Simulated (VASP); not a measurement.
# MgBe (P4/mmm) in VASP: relaxation of cell and atoms with PBE

Aim: the relaxation of cell and atoms of MgBe with PBE.

Program: VASP 6.6.1. These are calculated values, not measurements. Logs are shortened: lines on timing, memory, paths and dates and some standing lists are left out, and cuts for length are marked.

## Step 1: The cell of the first run

The structure is tetragonal, space group P4/mmm (No. 123). The conventional cell has a = 2.950 Å, b = 2.950 Å, c = 3.358 Å, α = 90.00°, β = 90.00°, γ = 90.00°. Within 3.5 Å of Mg (site symmetry 4/mmm) lie 8 Be at 2.68 Å and 6 Mg at 2.95 to 3.36 Å. Be (site symmetry 4/mmm) has 8 Mg at 2.68 Å and 6 Be at 2.95 to 3.36 Å within 3.5 Å.

## Step 2: Relaxation of cell and atoms, PBE

Input file INCAR:

```
PREC = Accurate ; ENCUT = 600
EDIFF = 1E-7 ; ISMEAR = 0
SIGMA = 0.1 ; LREAL = False
LASPH = True ; NELM = 120
ALGO = Normal ; ISIF = 3
LWAVE = False ; LCHARG = False
GGA = PE ; IBRION = 2
NSW = 90 ; EDIFFG = -0.04
GGA_COMPAT = False ; NELMIN = 4
```

Input file KPOINTS:

```
Automatic mesh
0
Gamma
  6 6 6
```

Input file POSCAR:

```
MgBe
1.0
    2.9497399059      0.0000000000      0.0000000000
    0.0000000000      2.9497399059      0.0000000000
    0.0000000000      0.0000000000      3.3581595069
Mg Be
1 1
Direct
    0.5000000000      0.5000000000      0.5000000000
    0.0000000000      0.0000000000      0.0000000000
```

Potentials or basis: VASP PAW PBE potentials, release 64 (Mg, Be).

On the command line:

```bash
$ cat potpaw_PBE.64/Mg/POTCAR potpaw_PBE.64/Be/POTCAR > POTCAR
$ mpirun -np 1 vasp_std > vasp.out
```

OUTCAR:

```text
PREC = Accurate
   ENCUT = 600
   EDIFF = 1E-7
   ISMEAR = 0
   LREAL = False
   LASPH = True
   NELM = 120
   ISIF = 3
   GGA = PE
   IBRION = 2
   NSW = 90
   EDIFFG = -0.04
   NELMIN = 4

 ion  position               nearest neighbor table
   1  0.500  0.500  0.500-   2 2.68   2 2.68   2 2.68   2 2.68   2 2.68   2 2.68   2 2.68   2 2.68

   2  0.000  0.000  0.000-   1 2.68   1 2.68   1 2.68   1 2.68   1 2.68   1 2.68   1 2.68   1 2.68

  LATTYP: Found a simple tetragonal cell.
 ALAT       =     2.9497399059
 C/A-ratio  =     1.1384595300

  Lattice vectors:

 A1 = (   2.9497399059,   0.0000000000,   0.0000000000)
 A2 = (   0.0000000000,   2.9497399059,   0.0000000000)
 A3 = (   0.0000000000,   0.0000000000,   3.3581595069)

Analysis of symmetry for initial positions (statically):
=====================================================================
 Subroutine PRICEL returns:
 Original cell was already a primitive cell.

 Routine SETGRP: Setting up the symmetry group for a
 simple tetragonal supercell.

 Subroutine GETGRP returns: Found 16 space group operations
 (whereof 16 operations were pure point group operations)
 out of a pool of 16 trial point group operations.

The static configuration has the point symmetry D_4h.

Analysis of symmetry for dynamics (positions and initial velocities):
=====================================================================
 Subroutine PRICEL returns:
 Original cell was already a primitive cell.

 Routine SETGRP: Setting up the symmetry group for a
 simple tetragonal supercell.

 Subroutine GETGRP returns: Found 16 space group operations
 (whereof 16 operations were pure point group operations)
 out of a pool of 16 trial point group operations.

The dynamic configuration has the point symmetry D_4h.

 Subroutine INISYM returns: Found 16 space group operations
 (whereof 16 operations are pure point group operations),
 and found     1 'primitive' translations

----------------------------------------------------------------------------------------

                                     Primitive cell

  volume of cell :      29.2192

  direct lattice vectors                    reciprocal lattice vectors
     2.949739906  0.000000000  0.000000000     0.339012941  0.000000000  0.000000000
     0.000000000  2.949739906  0.000000000     0.000000000  0.339012941  0.000000000
     0.000000000  0.000000000  3.358159507     0.000000000  0.000000000  0.297782163

  length of vectors
     2.949739906  2.949739906  3.358159507     0.339012941  0.339012941  0.297782163

  position of ions in fractional coordinates (direct lattice)
     0.500000000  0.500000000  0.500000000
     0.000000000  0.000000000  0.000000000

  ion indices of the primitive-cell ions
   primitive index   ion index
                 1           1
                 2           2

----------------------------------------------------------------------------------------

 KPOINTS: Automatic mesh

Automatic generation of k-mesh.
 Grid dimensions read from file:
 generate k-points for:    6    6    6

 Generating k-lattice:

  Cartesian coordinates                     Fractional coordinates (reciprocal lattice)
     0.056502157  0.000000000  0.000000000     0.166666667  0.000000000  0.000000000
     0.000000000  0.056502157  0.000000000     0.000000000  0.166666667  0.000000000
     0.000000000  0.000000000  0.049630360     0.000000000  0.000000000  0.166666667

  Length of vectors
     0.056502157  0.056502157  0.049630360

  Shift w.r.t. Gamma in fractional coordinates (k-lattice)
     0.000000000  0.000000000  0.000000000

 Subroutine IBZKPT returns following result:
 ===========================================

 Found     40 irreducible k-points:

 Following reciprocal coordinates:
            Coordinates               Weight
  0.000000  0.000000  0.000000      1.000000
  0.166667  0.000000  0.000000      4.000000
  0.333333  0.000000  0.000000      4.000000
  0.500000  0.000000  0.000000      2.000000
  0.166667  0.166667  0.000000      4.000000
  0.333333  0.166667  0.000000      8.000000
[... 16 lines left out ...]
  0.333333  0.000000  0.333333      8.000000
  0.500000  0.000000  0.333333      4.000000
 [... further k-points ...]
   k-points           NKPTS =     40   k-points in BZ     NKDIM =     40   number of bands    NBANDS=      6
   number of dos      NEDOS =    301   number of ions     NIONS =      2
   total plane-waves  NPLWV =  16128
   dimension x,y,z NGX =    24 NGY =   24 NGZ =   28
   dimension x,y,z NGXF=    48 NGYF=   48 NGZF=   56
   ions per type =               1   1
   NGX,Y,Z   is equivalent  to a cutoff of  13.53, 13.53, 13.86 a.u.
   NGXF,Y,Z  is equivalent  to a cutoff of  27.05, 27.05, 27.72 a.u.
 SYSTEM =  unknown system
   PREC   = accura    normal or accurate (medium, high low for compatibility)
   ISTART =      0    job   : 0-new  1-cont  2-samecut
   ICHARG =      2    charge: 1-file 2-atom 10-const
   ISPIN  =      1    spin polarized calculation?
   LNONCOLLINEAR =      F non collinear calculations
   LSORBIT =      F    spin-orbit coupling
   LASPH  =      T    aspherical Exc in radial PAW
   ENCUT  =  600.0 eV  44.10 Ry    6.64 a.u.   5.89  5.89  6.71*2*pi/ulx,y,z
   NELM   =    120;   NELMIN=  4; NELMDL= -5     # of ELM steps
   EDIFF  = 0.1E-06   stopping-criterion for ELM
   LREAL  =      F    real-space projection
   EDIFFG = -.4E-01   stopping-criterion for IOM
   NSW    =     90    number of steps for IOM
   IBRION =      2    ionic relax: 0-MD 1-quasi-New 2-CG
   NFREE  =      1    steps in history (QN), initial steepest desc. (CG)
   ISIF   =      3    stress and relaxation
   ISYM   =      2    0-nonsym 1-usesym 2-fastsym
   POTIM  = 0.5000    time-step for ionic-motion
   TEBEG  =    0.0;   TEEND  =   0.0 temperature during run
   PSTRESS=    0.0 pullay stress
   NELECT =       4.0000    total number of electrons
   NUPDOWN=      -1.0000    fix difference up-down
   EMIN   =  10.00;   EMAX   =-10.00  energy-range for DOS
   EFERMI =   0.00;   METHOD = LEGACY
   ISMEAR =     0;   SIGMA  =   0.10  broadening in eV -4-tet -1-fermi 0-gaus
   EFERMI_NEDOS =   21; number of points for ismear=-14 and -15
   IALGO  =     38    algorithm
   IMIX   =      4    mixing-type and parameters
     AMIX     =   0.40;   BMIX     =  1.00
     AMIX_MAG =   1.60;   BMIX_MAG =  1.00
  volume/ion in A,a.u.               =      14.61        98.59
  Fermi-wavevector in a.u.,A,eV,Ry     =   0.843733  1.594425  9.685798  0.711886
  Thomas-Fermi vector in A             =   1.958649
   LORBIT       =      0    0 simple, 1 ext, 2 COOP (PROOUT), +10 PAW based schemes
   GGA     = PE    functional components
   LHFCALC =     F    Hartree Fock is set to
   AEXX    =    0.0000 exact exchange contribution
   IVDW    =     0    specifies the selected vdW correction
   LEPSILON=     F    determine dielectric tensor
   LRPA    =     F    only Hartree local field effects (RPA)
 conjugate gradient relaxation of ions
 non-spin polarized calculation
 Gauss-broadening in eV      SIGMA  =   0.10
  energy-cutoff  :      600.00
  volume of cell :       29.22
 maximum number of plane-waves:       992
 NGX is ok and might be reduce to    24
   NGX = 11   NGY = 11   NGZ = 13

--------------------------------------- Ionic step        1  -------------------------------------------

 number of electron       4.0000000 magnetization

 Free energy of the ion-electron system (eV)
  ---------------------------------------------------
  ext. energy  EPLUGINS =         0.00000000
  ---------------------------------------------------
  free energy    TOTEN  =        -4.47753791 eV

  energy without entropy =       -4.47409814  energy(sigma->0) =       -4.47581803

------------------------ aborting loop because EDIFF is reached ----------------------------------------

  FORCE on cell =-STRESS in cart. coord.  units (eV):
  Direction    XX          YY          ZZ          XY          YZ          ZX
  --------------------------------------------------------------------------------------
  -------------------------------------------------------------------------------------
  Total        0.2412627      0.2412627     -0.2799648      0.0000000      0.0000000      0.0000000
  in kB       13.2291499     13.2291499    -15.3513028      0.0000000      0.0000000      0.0000000
  external PRESSURE =       3.7023323 kB  Pullay stress =       0.0000000 kB
[... 89 lines left out ...]
  FREE ENERGIE OF THE ION-ELECTRON SYSTEM (eV)
  ---------------------------------------------------
  free  energy   TOTEN  =        -4.5027468467 eV

  energy  without entropy=       -4.4975903170  energy(sigma->0) =       -4.50016858

 E-fermi :   3.9667     XC(G=0):  -9.3135

 val. band max:        3.9541503204   @ k =   0.3333   0.0000   0.3333
 cond. band min:       4.0731337416   @ k =   0.5000   0.5000   0.5000
 fundamental gap:      0.1189834212
 Fermi energy:         3.9666564238

 k-point     1 :       0.0000    0.0000    0.0000
  band No.  band energies     occupation
      1      -4.4906      2.00000
      2       7.7552      0.00000
      3       7.7552      0.00000
      4       7.7639      0.00000
      5       9.9816      0.00000
      6       9.9863      0.00000

 k-point     2 :       0.1667    0.0000    0.0000
  band No.  band energies     occupation
      1      -4.0952      2.00000
      2       4.8892      0.00000
      3       8.0582      0.00000
      4       8.0669      0.00000
      5      10.4109      0.00000
      6      12.6216      0.00000
[... 190 lines left out ...]
 k-point    24 :       0.5000    0.0000    0.3333
  band No.  band energies     occupation
      1       0.3354      2.00000
      2       0.5868      2.00000
      3       4.5541      0.00000
      4       6.4598      0.00000
      5      10.6102      0.00000
      6      15.5159      0.00000

 [... further k-points ...]

[... ionic steps 4 to 12 ...]

--------------------------------------- Ionic step       13  -------------------------------------------

 number of electron       4.0000000 magnetization

------------------------ aborting loop because EDIFF is reached ----------------------------------------

  FORCE on cell =-STRESS in cart. coord.  units (eV):
  Direction    XX          YY          ZZ          XY          YZ          ZX
  --------------------------------------------------------------------------------------
  -------------------------------------------------------------------------------------
  Total       -0.1508510     -0.1508510     -0.0731418      0.0000000      0.0000000      0.0000000
  in kB       -8.2115235     -8.2115235     -3.9814491      0.0000000      0.0000000      0.0000000
  external PRESSURE =      -6.8014987 kB  Pullay stress =       0.0000000 kB
[... 57 lines left out ...]
  energy  without entropy=       -4.5221436382  energy(sigma->0) =       -4.52418221

--------------------------------------- Ionic step       15  -------------------------------------------

 number of electron       4.0000000 magnetization

 Free energy of the ion-electron system (eV)
  ---------------------------------------------------
  ext. energy  EPLUGINS =         0.00000000
  ---------------------------------------------------
  free energy    TOTEN  =        -4.52708511 eV

  energy without entropy =       -4.52331494  energy(sigma->0) =       -4.52520002

 E-fermi :   4.1457     XC(G=0):  -9.3982

 val. band max:        4.0456222854   @ k =   0.3333   0.3333   0.0000
 cond. band min:       4.1799874358   @ k =   0.5000   0.5000   0.5000
 fundamental gap:      0.1343651504
 Fermi energy:         4.1457355680

 k-point     1 :       0.0000    0.0000    0.0000
  band No.  band energies     occupation
      1      -4.4526      2.00000
      2       7.8595      0.00000
      3       7.8595      0.00000
      4       8.2798      0.00000
      5      10.0800      0.00000
      6      10.2963      0.00000

 k-point     2 :       0.1667    0.0000    0.0000
  band No.  band energies     occupation
      1      -4.0550      2.00000
      2       4.9743      0.00000
      3       8.1632      0.00000
      4       8.5791      0.00000
      5      10.6639      0.00000
      6      12.9308      0.00000
[... 190 lines left out ...]
 k-point    24 :       0.5000    0.0000    0.3333
  band No.  band energies     occupation
      1       0.4426      2.00000
      2       0.6956      2.00000
      3       4.8239      0.00000
      4       6.7955      0.00000
      5      10.7905      0.00000
      6      15.7006      0.00000

 [... further k-points ...]
[... 5 lines left out ...]
  --------------------------------------------------------------------------------------
  -------------------------------------------------------------------------------------
  Total       -0.0049007     -0.0049007      0.0248876      0.0000000      0.0000000      0.0000000
  in kB       -0.2701147     -0.2701147      1.3717552      0.0000000      0.0000000      0.0000000
  external PRESSURE =       0.2771753 kB  Pullay stress =       0.0000000 kB
[... 17 lines left out ...]
  FREE ENERGIE OF THE ION-ELECTRON SYSTEM (eV)
  ---------------------------------------------------
  free  energy   TOTEN  =        -4.5270851089 eV

  energy  without entropy=       -4.5233149380  energy(sigma->0) =       -4.52520002

 reached required accuracy - stopping structural energy minimisation
```

It took 65 s on 1 thread of AMD EPYC 7R43 (Zen 3), shared host; peak memory 0.11 GiB.

What came out:

```yaml
Free_energy: -4.5271 eV
Relaxed_volume: 14.53 Å³/atom
Relaxed_cell: a = 3.091 Å, b = 3.091 Å, c = 3.042 Å, α = 90.00°, β = 90.00°, γ = 90.00°
Space_group_after_relaxing_to_0.05_Å: Pm-3m (No. 221)
Energy_gained_by_relaxing: 24.8 meV/atom
Ionic_steps: 15
Pressure_after_relaxing: 0.0 GPa
Band_gap_on_the_k_mesh: zero (band 2 reaches 7.86 eV, above the bottom of band 3 at 2.66 eV)
```

Stress tensor (GPa, compression positive):
```
-0.03  0.00  0.00
 0.00 -0.03  0.00
 0.00  0.00  0.14
```

The path:
```csv
step,energy change (eV),largest force (eV/Å),pressure (GPa),volume (Å³)
1,0.0000,0.0000,0.37,29.22
2,-0.0049,0.0000,0.08,29.36
3,-0.0252,0.0000,-0.93,29.77
4,-0.0373,0.0000,-2.66,30.51
5,-0.0397,0.0000,-2.31,30.32
6,-0.0394,0.0000,-1.97,30.17
7,-0.0399,0.0000,-2.14,30.24
8,-0.0424,0.0000,-1.99,30.13
9,-0.0460,0.0000,-1.50,29.84
10,-0.0474,0.0000,-0.16,29.25
11,-0.0479,0.0000,-0.94,29.55
12,-0.0481,0.0000,-0.79,29.48
13,-0.0481,0.0000,-0.68,29.43
14,-0.0487,0.0000,-0.51,29.34
15,-0.0495,0.0000,0.03,29.07
```

Final structure:
```yaml
crystal:
  lattice:
    - [3.09121, 0.00000, 0.00000]
    - [0.00000, 3.09121, 0.00000]
    - [0.00000, 0.00000, 3.04201]
  atoms:
    - { symbol: Mg, position: [0.50000, 0.50000, 0.50000] }
    - { symbol: Be, position: [0.00000, 0.00000, 0.00000] }
```

Levels at points of the mesh, in eV from the Fermi level:
```tsv
k point	band 1	band 2	band 3	band 4	band 5	band 6
(0.00, 0.00, 0.00)	-8.60	3.71	3.71	4.13	5.93	6.15
(0.50, 0.00, 0.00)	-5.11	-5.05	5.38	5.76	9.37	10.81
(0.50, 0.50, 0.00)	-2.43	-2.43	-1.49	0.57	7.57	12.74
(0.00, 0.00, 0.50)	-4.99	-4.94	5.47	5.47	9.38	10.43
(0.50, 0.00, 0.50)	-2.35	-2.34	-1.36	0.73	7.33	12.41
(0.50, 0.50, 0.50)	0.03	0.08	0.08	2.95	2.95	3.10
```
